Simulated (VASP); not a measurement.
# SrCl2 (Fm-3m) in VASP: a series of runs, part 2 of 2

VASP 6.6.1.

## Step 3: Single point, r2SCAN (strain -0.040 along x and y, -0.040 along z)

Contents of POSCAR:

```
SrCl2
1.0
    0.0000000000      3.3460800000      3.3460800000
    3.3460800000      0.0000000000      3.3460800000
    3.3460800000      3.3460800000      0.0000000000
Sr Cl
1 2
Direct
    0.0000000000      0.0000000000      0.0000000000
    0.2500000000      0.2500000000      0.2500000000
    0.7500000000      0.7500000000      0.7500000000
```

Contents of INCAR.step1:

```
SYSTEM = SrCl2
PREC = Accurate
ENCUT = 520
ISMEAR = 0
SIGMA = 0.05
LREAL = .FALSE.
LASPH = .TRUE.
NELM = 100
NBANDS = 19
GGA = PE
ALGO = Normal
EDIFF = 1E-4
LWAVE = .TRUE.
LCHARG = .FALSE.
```

Contents of INCAR.step2:

```
SYSTEM = SrCl2
PREC = Accurate
ENCUT = 520
EDIFF = 1E-7
ISMEAR = 0
SIGMA = 0.05
LREAL = .FALSE.
LASPH = .TRUE.
NELM = 100
ALGO = Normal
ISIF = 2
LWAVE = .FALSE.
LCHARG = .FALSE.
METAGGA = R2SCAN
LMIXTAU = .TRUE.
NBANDS = 19
ISTART = 1
```

Contents of KPOINTS:

```
regular mesh
0
G
  6 6 6
  0 0 0
```

Potentials or basis: VASP PAW PBE potentials, release 64 (Sr_sv, Cl).

Command:

```
> cat potpaw_PBE.64/Sr_sv/POTCAR potpaw_PBE.64/Cl/POTCAR > POTCAR
> cp INCAR.step1 INCAR
> mpirun -np 1 vasp_std > vasp.out
> cp INCAR.step2 INCAR
> mpirun -np 1 vasp_std > vasp.out
```

OUTCAR:

```text
SYSTEM = SrCl2
   PREC = Accurate
   ENCUT = 520
   EDIFF = 1E-7
   ISMEAR = 0
   LREAL = .FALSE.
   LASPH = .TRUE.
   NELM = 100
   ISIF = 2
   METAGGA = R2SCAN
   ISTART = 1

 ion  position               nearest neighbor table
   1  0.000  0.000  0.000-   3 2.90   3 2.90   3 2.90   2 2.90   2 2.90   2 2.90   3 2.90   2 2.90

   2  0.250  0.250  0.250-   1 2.90   1 2.90   1 2.90   1 2.90
   3  0.750  0.750  0.750-   1 2.90   1 2.90   1 2.90   1 2.90

  LATTYP: Found a face centered cubic cell.
[... 535 lines left out ...]

  FORCE on cell =-STRESS in cart. coord.  units (eV):
  Direction    XX          YY          ZZ          XY          YZ          ZX
  --------------------------------------------------------------------------------------
  -------------------------------------------------------------------------------------
  Total        3.1901763      3.1901763      3.1901763      0.0000000      0.0000000      0.0000000
  in kB       68.2160105     68.2160105     68.2160105      0.0000000      0.0000000      0.0000000
  external PRESSURE =      68.2160105 kB  Pullay stress =       0.0000000 kB

 VOLUME and BASIS-vectors are now :
 -----------------------------------------------------------------------------
  energy-cutoff  :      520.00
  volume of cell :       74.93
      direct lattice vectors                 reciprocal lattice vectors
     0.000000000  3.346080000  3.346080000    -0.149428585  0.149428585  0.149428585
     3.346080000  0.000000000  3.346080000     0.149428585 -0.149428585  0.149428585
     3.346080000  3.346080000  0.000000000     0.149428585  0.149428585 -0.149428585

 POSITION                                       TOTAL-FORCE (eV/Angst)
 -----------------------------------------------------------------------------------
      0.00000      0.00000      0.00000         0.000000     -0.000000      0.000000
      1.67304      1.67304      1.67304         0.000000      0.000000      0.000000
      5.01912      5.01912      5.01912        -0.000000     -0.000000     -0.000000
 -----------------------------------------------------------------------------------
    total drift:                                0.000000      0.000000      0.000000

  FREE ENERGIE OF THE ION-ELECTRON SYSTEM (eV)
  ---------------------------------------------------
  free  energy   TOTEN  =       -35.4898888836 eV

  energy  without entropy=      -35.4898888836  energy(sigma->0) =      -35.48988888
```

It took 69 s on 1 thread of AMD EPYC 9R45 (Zen 5), shared host; peak memory 0.19 GiB.

Results:

| Item | Value |
| --- | --- |
| Free energy | -35.4899 eV |
| Pressure | 6.8 GPa |
| Band gap on the k mesh | 5.89 eV |

Levels at points of the mesh, in eV from the valence-band top:
| k point | band 10 | band 11 | band 12 | band 13 | band 14 | band 15 |
| --- | --- | --- | --- | --- | --- | --- |
| (0.00, 0.00, 0.00) | -0.40 | -0.40 | -0.40 | 6.45 | 6.59 | 6.59 |
| (0.50, 0.00, 0.00) | -1.59 | -1.24 | -1.24 | 7.35 | 7.35 | 8.37 |
| (0.50, 0.50, 0.00) | -0.51 | -0.51 | 0.00 | 5.89 | 8.12 | 8.50 |

Caveat: the cell differs from its parent crystal (strain -0.040 along x and y, -0.040 along z); the cell stands under pressure; the PAW data sets were made with another functional, which shifts forces and pressure a little. A k mesh can miss the band edges.

## Step 4: Single point, r2SCAN (strain +0.040 along x and y, +0.040 along z)

Contents of POSCAR:

```
SrCl2
1.0
    0.0000000000      3.6249200000      3.6249200000
    3.6249200000      0.0000000000      3.6249200000
    3.6249200000      3.6249200000      0.0000000000
Sr Cl
1 2
Direct
    0.0000000000      0.0000000000      0.0000000000
    0.2500000000      0.2500000000      0.2500000000
    0.7500000000      0.7500000000      0.7500000000
```

Contents of INCAR.step1:

```
PREC     = Accurate       # precision mode
ENCUT    = 520            # plane-wave cutoff, eV
ISMEAR   = 0              # smearing method
SIGMA    = 0.05           # smearing width, eV
LREAL    = False          # projectors in reciprocal space
LASPH    = True           # aspherical terms in the spheres
NELM     = 80             # most SCF steps
NBANDS   = 19             # bands
GGA      = PE             # functional
ALGO     = Normal         # electronic algorithm
EDIFF    = 1E-4           # SCF threshold, eV
LWAVE    = True           # write WAVECAR
LCHARG   = False          # write CHGCAR
```

Contents of INCAR.step2:

```
PREC     = Accurate       # precision mode
ENCUT    = 520            # plane-wave cutoff, eV
EDIFF    = 1E-6           # SCF threshold, eV
ISMEAR   = 0              # smearing method
SIGMA    = 0.05           # smearing width, eV
LREAL    = False          # projectors in reciprocal space
LASPH    = True           # aspherical terms in the spheres
NELM     = 80             # most SCF steps
ALGO     = Normal         # electronic algorithm
ISIF     = 2              # what is computed and relaxed
LWAVE    = False          # write WAVECAR
LCHARG   = False          # write CHGCAR
METAGGA  = R2SCAN         # meta-GGA
LMIXTAU  = True         
NBANDS   = 19             # bands
ISTART   = 1
```

Contents of KPOINTS:

```
Automatic mesh
0
Gamma
  6 6 6
```

Command:

```
> cat potpaw_PBE.64/Sr_sv/POTCAR potpaw_PBE.64/Cl/POTCAR > POTCAR
> cp INCAR.step1 INCAR
> mpirun -np 1 vasp_std > vasp.out
> cp INCAR.step2 INCAR
> mpirun -np 1 vasp_std > vasp.out
```

Wall time 74 s (1 thread of AMD EPYC 9R45 (Zen 5), shared host); peak memory 0.23 GiB.

Results (log left out):

- Free energy: -35.5965 eV
- Pressure: -3.2 GPa
- Band gap on the k mesh: 5.55 eV (least direct gap 5.85 eV)

Levels at points of the mesh, in eV from the valence-band top:
```
           k point  band 9  band 10  band 11  band 12  band 13  band 14  band 15  band 16
(0.00, 0.00, 0.00)   -1.78    -0.30    -0.30    -0.30     5.55     6.68     6.68     9.39
(0.50, 0.00, 0.00)   -1.28    -1.14    -0.92    -0.92     7.16     7.16     7.83     8.04
(0.50, 0.50, 0.00)   -1.65    -0.32    -0.32     0.00     6.02     7.46     7.91     8.34
```

Caveat: the cell differs from its parent crystal (strain +0.040 along x and y, +0.040 along z); the cell stands under tension; the PAW data sets were made with another functional, which shifts forces and pressure a little.

## Step 5: Single point, r2SCAN (strain +0.080 along x and y, +0.080 along z)

Contents of POSCAR:

```
SrCl2
1.0
    0.0000000000      3.7643400000      3.7643400000
    3.7643400000      0.0000000000      3.7643400000
    3.7643400000      3.7643400000      0.0000000000
Sr Cl
1 2
Direct
    0.0000000000      0.0000000000      0.0000000000
    0.2500000000      0.2500000000      0.2500000000
    0.7500000000      0.7500000000      0.7500000000
```

Contents of INCAR.step1:

```
  PREC = Accurate
  ENCUT = 520
  ISMEAR = 0
  SIGMA = 0.05
  LREAL = False
  LASPH = True
  NELM = 100
  NBANDS = 19
  GGA = PE
  ALGO = Normal
  EDIFF = 1E-4
  LWAVE = True
  LCHARG = False
```

Contents of INCAR.step2:

```
  PREC = Accurate
  ENCUT = 520
  EDIFF = 1E-6
  ISMEAR = 0
  SIGMA = 0.05
  LREAL = False
  LASPH = True
  NELM = 100
  ALGO = Normal
  ISIF = 2
  LWAVE = False
  LCHARG = False
  METAGGA = R2SCAN
  LMIXTAU = True
  NBANDS = 19
  ISTART = 1
```

Contents of KPOINTS:

```
regular mesh
0
Gamma
  6 6 6
```

Command:

```
> cat potpaw_PBE.64/Sr_sv/POTCAR potpaw_PBE.64/Cl/POTCAR > POTCAR
> cp INCAR.step1 INCAR
> mpirun -np 1 vasp_std > vasp.out
> cp INCAR.step2 INCAR
> mpirun -np 1 vasp_std > vasp.out
```

Run time: 81 s. Hardware: 1 thread of AMD EPYC 9R45 (Zen 5), shared host; peak memory 0.23 GiB.

It converged, with:

```
Free energy            : -35.3002 eV
Pressure               : -5.0 GPa
Band gap on the k mesh : 5.16 eV (least direct gap 5.42 eV)
```

Levels at points of the mesh, in eV from the valence-band top:
| k point | band 10 | band 11 | band 12 | band 13 | band 14 | band 15 |
| --- | --- | --- | --- | --- | --- | --- |
| (0.00, 0.00, 0.00) | -0.26 | -0.26 | -0.26 | 5.16 | 6.60 | 6.60 |
| (0.50, 0.00, 0.00) | -0.96 | -0.78 | -0.78 | 6.96 | 6.96 | 7.36 |
| (0.50, 0.50, 0.00) | -0.26 | -0.26 | 0.00 | 5.99 | 7.12 | 7.56 |

Caveat: the cell differs from its parent crystal (strain +0.080 along x and y, +0.080 along z); the cell stands under tension; the PAW data sets were made with another functional, which shifts forces and pressure a little. A k mesh can miss the band edges.

## Step 6: Overview

| cell | gap on the mesh (eV) | pressure (GPa) |
| --- | --- | --- |
| a = 4.535 Å, angles 60.0°, 3 atoms | 5.71 | 17.7 |
| a = 4.732 Å, angles 60.0°, 3 atoms | 5.89 | 6.8 |
| a = 5.126 Å, angles 60.0°, 3 atoms | 5.55 | -3.2 |
| a = 5.324 Å, angles 60.0°, 3 atoms | 5.16 | -5.0 |

Alike in all rows: task single point; level r2SCAN; potentials or basis VASP PAW PBE potentials, release 64 (Sr_sv, Cl); no spin polarisation; k mesh 6 × 6 × 6; cutoff (eV) 520; smearing gaussian 0.05 eV.

Caveats: the PAW data sets were made with another functional, which shifts forces and pressure a little; the cell stands under pressure (at least some runs); the cell stands under tension (at least some runs).

Absolute energies hang on the potentials; compare differences alone.
